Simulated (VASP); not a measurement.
Set up this calculation in VASP 6.6.1, as the native input.

| Quantity | Value |
| --- | --- |
| Task | single point |
| Functional | LDA |
| Potentials or basis | VASP PAW LDA potentials, release 64 (Al) |
| Cutoff | 520 eV |
| k mesh | 19 × 19 × 4 |
| Occupations | gaussian, width 0.15 eV |
| Spin | no spin polarisation |
| Dipole correction | no |
| Further INCAR settings | ALGO = Fast; EDIFF = 1e-07; NBANDS = 18 |

The structure of Al lies in POSCAR:

```
Al
1.0
    2.0239800000     -2.0239800000      0.0000000000
    2.0239800000      0.0000000000     -2.0239800000
    8.3845951346      8.3845951346      8.3845951346
Al
6
Direct
    0.6666666667      0.6666666667      0.0804481382
    0.0000000000      0.0000000000      0.8850904485
    0.3333333333      0.3333333333      0.2413766002
    0.6666666667      0.6666666667      0.5632335244
    0.0000000000      0.0000000000      0.4023050623
    0.3333333333      0.3333333333      0.7241619864
```

This cell differs from its parent crystal: the distance across one plane changed.

One way to write it, as run:

INCAR

```
PREC = Accurate
ENCUT = 520
EDIFF = 1E-7
ISMEAR = 0
SIGMA = 0.15
LREAL = F
LASPH = T
NELM = 80
ALGO = Fast
ISIF = 2
LWAVE = F
LCHARG = T
LELF = T
LVHAR = T
NBANDS = 18
```

KPOINTS

```
regular mesh
0
Gamma
  19 19 4
```

Potentials or basis: VASP PAW LDA potentials, release 64 (Al).

Run with:

```bash
$ cat potpaw_LDA.64/Al/POTCAR > POTCAR
$ mpirun -np 1 vasp_std > vasp.out
```

It gave:

```
Pressure               : -4.7 GPa
Largest force          : 0.441 eV/Å
Band gap on the k mesh : zero (bands 9 and 10 overlap by 4.82 eV)
```

Caveat: the cell differs from its parent crystal (the distance across one plane changed); the cell stands under tension.

It took 8.8 min on 1 thread of AMD EPYC 7R43 64-Core Processor (Zen 3), on a shared host, peak memory 0.29 GiB.
